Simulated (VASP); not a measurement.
Write the native input for VASP 6.6.1 that does the following.

```
Task                   : single point
Functional             : LDA
Potentials or basis    : VASP PAW LDA potentials, release 64 (Te, Mo_sv)
Cutoff                 : 520 eV
k mesh                 : 9 × 9 × 2
Occupations            : fermi-dirac, width 0.05 eV
Spin                   : no spin polarisation
Dipole correction      : no
Further INCAR settings : ALGO = Normal; EDIFF = 1e-06; NBANDS = 35
```

The structure of Te2Mo lies in POSCAR:

```
Te2Mo
1.0
    3.5839711781      0.0000000000      0.0000000000
   -1.7919855890      3.1038100866      0.0000000000
    0.0000000000      0.0000000000     24.9755801847
Te Mo
4 2
Direct
    0.3333333333      0.6666666667      0.2236394800
    0.6666666667      0.3333333333      0.9206288600
    0.6666666667      0.3333333333      0.7763605200
    0.3333333333      0.6666666667      0.0793711400
    0.6666666667      0.3333333333      0.1515414900
    0.3333333333      0.6666666667      0.8484585100
```

These files were run (other wordings do the same):

INCAR

```
SYSTEM = Te2Mo
PREC = Accurate
ENCUT = 520
EDIFF = 1E-6
ISMEAR = -1
SIGMA = 0.05
LREAL = .False.
LASPH = .True.
NELM = 100
ALGO = Normal
ISIF = 2
LWAVE = .False.
LCHARG = .False.
GGA = CA
NBANDS = 35
```

KPOINTS

```
Automatic mesh
0
Gamma
  9 9 2
  0 0 0
```

Potentials or basis: VASP PAW LDA potentials, release 64 (Te, Mo_sv).

The run is started by

```sh
$ cat potpaw_LDA.64/Te/POTCAR potpaw_LDA.64/Mo_sv/POTCAR > POTCAR
$ mpirun -np 1 vasp_std > vasp.out
```

It gave:

```yaml
Largest_force: 0.625 eV/Å
Band_gap_on_the_k_mesh: 0.99 eV
```

Caveat: spin-orbit coupling is left out, which moves the levels of the heavy elements.

It took 2.9 min on 1 thread of Intel(R) Xeon(R) 6975P-C (Granite Rapids), with other jobs on the host, peak memory 0.42 GiB.
